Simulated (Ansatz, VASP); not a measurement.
# BN: VASP beside Ansatz

```xyz
4
Lattice="2.5122 0.0000 0.0000 -1.2561 2.1756 0.0000 0.0000 0.0000 8.5100" Properties=species:S:1:pos:R:3 pbc="T T T"
B     0.0000    1.4504    2.1275
B     1.2561    0.7252    6.3825
N     0.0000    1.4504    6.3825
N     1.2561    0.7252    2.1275
```

Alike in both runs: task single point; functional PBE; k mesh 12 × 12 × 4; occupations gaussian, width 0.02 eV; no spin polarisation.

```csv
,VASP,Ansatz
version,VASP 6.6.1,Ansatz 0.2.0
potentials or method,"VASP PAW PBE potentials, release 64 (B, N), cutoff 520 eV","scalar-relativistic, plane waves, PAW"
valence electrons in the cell,16,16
```

|  | VASP | Ansatz | Ansatz less VASP |
| --- | --- | --- | --- |
| gap on the k mesh at the Fermi level (eV) | 4.36 | 4.36 | +0.001 |
| least direct gap on the mesh (eV) | 4.66 | 4.66 | +0.003 |
| pressure (GPa) | 0.0 | 0.0 | -0.05 |
| traceless stress, the component that is largest in VASP (GPa) | -0.15 | 0.01 | +0.160 |
